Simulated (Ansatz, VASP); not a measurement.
Two plane-wave programs on MgO

```xyz
2
Lattice="0.0000 2.1269 2.2226 2.1269 0.0000 2.2226 2.1269 2.1269 0.0000" Properties=species:S:1:pos:R:3 pbc="T T T"
Mg    0.0000    0.0000    0.0000
O     2.1269    2.1269    2.2226
```

Change from the starting cell: strain +0.0450 x Voigt [0, 0, 1, 0, 0, 0], atoms carried along.

Alike in both runs: task single point; functional PBE; k mesh 10 × 10 × 10; occupations gaussian, width 0.05 eV; no spin polarisation.

```csv
,VASP,Ansatz
version,VASP 6.6.1,Ansatz 0.2.0
potentials or method,"VASP PAW PBE potentials, release 64 (Mg, O), cutoff 520 eV","scalar-relativistic, plane waves, PAW"
valence electrons in the cell,8,16
```

```csv
,VASP,Ansatz,Ansatz less VASP
gap on the k mesh at the Fermi level (eV),3.97,3.99,+0.020
least direct gap on the mesh (eV),3.97,3.99,+0.020
pressure (GPa),-6.2,-5.5,+0.75
"traceless stress, the component that is largest in VASP (GPa)",-3.60,-3.59,+0.009
```

VASP's potentials hold 8 valence electrons a cell and Ansatz's 16, so a difference there can come from the potentials and not from the codes.
